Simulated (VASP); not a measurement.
Cr: relaxation of cell and atoms with RPBE

Crystal: Cr.

```
Cr
1.0
     2.34843    0.00000    0.00000
     0.00000    2.34843    0.00000
     0.00000    0.00000    2.34843
Cr
1
Cartesian
  0.0000 0.0000 0.0000
```

This isn't the form of Cr at room conditions, which is bcc.

```json
{
  "Program": "VASP 6.6.1",
  "Task": "relaxation of cell and atoms",
  "Functional": "RPBE",
  "Potentials or basis": "VASP PAW PBE potentials, release 64 (Cr_pv)",
  "Cutoff": "500 eV",
  "k mesh": "13 × 13 × 13",
  "Occupations": "fermi-dirac, width 0.1 eV",
  "Spin": "no spin polarisation",
  "Dipole correction": "no",
  "Further INCAR settings": "ALGO = Normal; EDIFF = 1e-07; IBRION = 2; EDIFFG = -0.01; NSW = 80; ISIF = 3"
}
```

| Property | Result |
| --- | --- |
| Relaxed volume | 13.08 Å³/atom |
| Relaxed cell | a = 2.356 Å, b = 2.356 Å, c = 2.356 Å, α = 90.00°, β = 90.00°, γ = 90.00° |
| Space group after relaxing (to 0.1 Å) | Pm-3m (No. 221) |
| Energy gained by relaxing | 0.7 meV/atom |
| Ionic steps | 3 |
| Pressure after relaxing | 0.0 GPa |
| Band gap on the k mesh | zero (bands 6 and 7 overlap by 1.47 eV) |

Step by step:
```tsv
step	energy change (eV)	largest force (eV/Å)	pressure (GPa)	volume (Å³)
1	0.0000	0.0000	1.82	12.95
2	0.0003	0.0000	-2.03	13.23
3	-0.0007	0.0000	0.01	13.08
```

Final structure:
```
Cr
1.0
     2.35611    0.00000    0.00000
     0.00000    2.35611    0.00000
     0.00000    0.00000    2.35611
Cr
1
Direct
  0.00000 0.00000 0.00000
```

Levels at points of the mesh, in eV from the Fermi level:
| k point | band 2 | band 3 | band 4 | band 5 | band 6 | band 7 | band 8 | band 9 | band 10 |
| --- | --- | --- | --- | --- | --- | --- | --- | --- | --- |
| (0.00, 0.00, 0.00) | -42.64 | -42.64 | -7.29 | -3.11 | -3.11 | 2.38 | 2.38 | 2.38 | 7.55 |

Run time: 24 s on 1 thread of AMD EPYC 7R43 64-Core Processor (Zen 3), on a shared host, peak memory 0.09 GiB.

Caveat: the PAW data sets were made with another functional, which shifts forces and pressure a little; the run has no spin polarisation, though such a crystal can be magnetic. Spin polarisation is off, so any magnetic state and its effect on volume and gap are missing.
